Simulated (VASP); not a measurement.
A run of VASP 6.6.1 is set up as follows.

INCAR

```
SYSTEM = PbS
  PREC = Accurate
  ENCUT = 520
  EDIFF = 1E-8
  ISMEAR = -1
  SIGMA = 0.01
  LREAL = .False.
  LASPH = .True.
  NELM = 60
  ALGO = Normal
  ISIF = 2
  LWAVE = .False.
  LCHARG = .False.
  GGA = CA
  LEFG = .True.
  NBANDS = 17
```

File KPOINTS:

```
regular mesh
0
Gamma
  8 8 8
  0 0 0
```

Contents of POSCAR:

```
PbS
1.0
    0.0889500000      3.0094750000      3.0094750000
    3.0094750000      0.0889500000      3.0094750000
    3.0094750000      3.0094750000      0.0889500000
Pb S
1 1
Direct
    0.0000000000      0.0000000000      0.0000000000
    0.5000000000      0.5000000000      0.5000000000
```

Potentials or basis: VASP PAW LDA potentials, release 64 (Pb_d, S).

Run with:

```bash
$ cat potpaw_LDA.64/Pb_d/POTCAR potpaw_LDA.64/S/POTCAR > POTCAR
$ mpirun -np 1 vasp_std > vasp.out
```

(1) What does it give for the band gap on the k mesh?

(2) Estimate the pressure.

Answers

(1) zero (bands 10 and 11 overlap by 0.08 eV).

(2) -2.6 GPa.

Caveat: the cell differs from its parent crystal (equal xy, yz and zx shear strains of +3 %); semilocal functionals underestimate gaps, so a narrow gap can read as zero; without QUAD_EFG the Cq values of the log hold for a quadrupole moment of 1 mb, not for the nuclei; spin-orbit coupling is left out, which moves the levels of the heavy elements.
